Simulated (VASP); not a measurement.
Input of a VASP 6.6.1 run:

Contents of INCAR:

```
ALGO = Normal
EDIFF = 1E-6
ENCUT = 520
GGA = PS
ISIF = 2
ISMEAR = -1
LASPH = T
LCHARG = T
LELF = T
LREAL = F
LVHAR = T
LWAVE = F
NBANDS = 18
NELM = 80
PREC = Accurate
SIGMA = 0.1
```

File KPOINTS:

```
k-points
0
Gamma
  9 9 12
```

POSCAR

```
Re
1.0
    4.1576734972      0.0000000000      0.0000000000
   -2.0788367486      3.6006508692      0.0000000000
    0.0000000000      0.0000000000      2.5782680631
Re
3
Direct
    0.0000000000      0.0000000000      0.0000000000
    0.3333333333      0.6666666667      0.5000000000
    0.6666666667      0.3333333333      0.5000000000
```

Potentials or basis: VASP PAW PBE potentials, release 64 (Re).

Launch:

```bash
$ cat potpaw_PBE.64/Re/POTCAR > POTCAR
$ mpirun -np 1 vasp_std > vasp.out
```

Task: What does it give for the pressure?

Result: 71.5 GPa.

Stress tensor (GPa, compression positive):
```
71.08  0.00  0.00
 0.00 71.08  0.00
 0.00  0.00 72.38
```

Caveat: the PAW data sets were made with another functional, which shifts forces and pressure a little.
